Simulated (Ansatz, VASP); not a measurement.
One calculation of InSe, two programs

The input INCAR:

```
SYSTEM = InSe
PREC     = Accurate       ! precision mode
ENCUT    = 400            ! plane-wave cutoff, eV
EDIFF    = 1E-6           ! SCF threshold, eV
ISMEAR   = 0              ! smearing method
SIGMA    = 0.1            ! smearing width, eV
LREAL    = .False.        ! projectors in reciprocal space
LASPH    = .True.         ! aspherical terms in the spheres
NELM     = 120            ! most SCF steps
ALGO     = Normal         ! electronic algorithm
ISIF     = 2              ! what is computed and relaxed
LWAVE    = .False.        ! write WAVECAR
LCHARG   = .True.         ! write CHGCAR
LDIPOL   = .True.       
IDIPOL   = 3            
DIPOL    = 0.5 0.5 0.500
GGA      = PE             ! functional
IVDW     = 12             ! dispersion correction
LELF     = .True.         ! ELF
LVHAR    = .True.       
LVACPOTAV= .True.       
NBANDS   = 27             ! bands
GGA_COMPAT= .False.      
NELMDL   = -8
```

KPOINTS

```
Automatic mesh
0
Gamma
  6 6 1
  0 0 0
```

POSCAR

```
InSe
1.0
    4.0363944497      0.0000000000      0.0000000000
   -2.0181972249      3.4956201332      0.0000000000
    0.0000000000      0.0000000000     36.7211901288
Se In
2 2
Direct
    0.0000000000      0.0000000000      0.4270095135
    0.0000000000      0.0000000000      0.5729904865
    0.6666666667      0.3333333333      0.4619406280
    0.6666666667      0.3333333333      0.5380039361
```

Input for Ansatz:

```yaml
crystal:
  lattice:
    - [4.0363944542, 0.0, 0.0]
    - [-2.0181972271, 3.495620137, 0.0]
    - [0.0, 0.0, 36.7211901121]
  atoms:
    - { symbol: Se, position: [0.0, 0.0, 0.4270095136] }
    - { symbol: In, position: [0.6666666667, 0.3333333333, 0.461940628] }
    - { symbol: In, position: [0.6666666667, 0.3333333333, 0.5380039361] }
    - { symbol: Se, position: [0.0, 0.0, 0.5729904864] }
  periodic: [true, true, false]
basis:
  ecutwfc: 420
kpoints:
  mp_grid: { grid: [6, 6, 1] }
hamiltonian:
  xc: pbe
  dispersion: d3bj
scf:
  occupations: { method: gaussian, width: 0.1 }
output:
  forces: true
  stress: true
  eigenvalues: true
```

Alike in both runs: task single point; functional PBE; dispersion D3(BJ); k mesh 6 × 6 × 1; occupations gaussian, width 0.1 eV; no spin polarisation.

|  | VASP | Ansatz |
| --- | --- | --- |
| version | VASP 6.6.1 | Ansatz 0.2.0 |
| potentials or method | VASP PAW PBE potentials, release 64 (Se, In_d), cutoff 400 eV | scalar-relativistic, plane waves, PAW |
| valence electrons in the cell | 38 | 58 |

VASP gave:

- gap on the k mesh at the Fermi level (eV): 1.56
- least direct gap on the mesh (eV): 1.64
- rms of the force components (eV/Å): 0.029

Which values does Ansatz return?

gap on the k mesh at the Fermi level (eV): 1.58; least direct gap on the mesh (eV): 1.65; rms of the force components (eV/Å): 0.021.

VASP's potentials hold 38 valence electrons a cell and Ansatz's 58, so a difference there can come from the potentials and not from the codes.
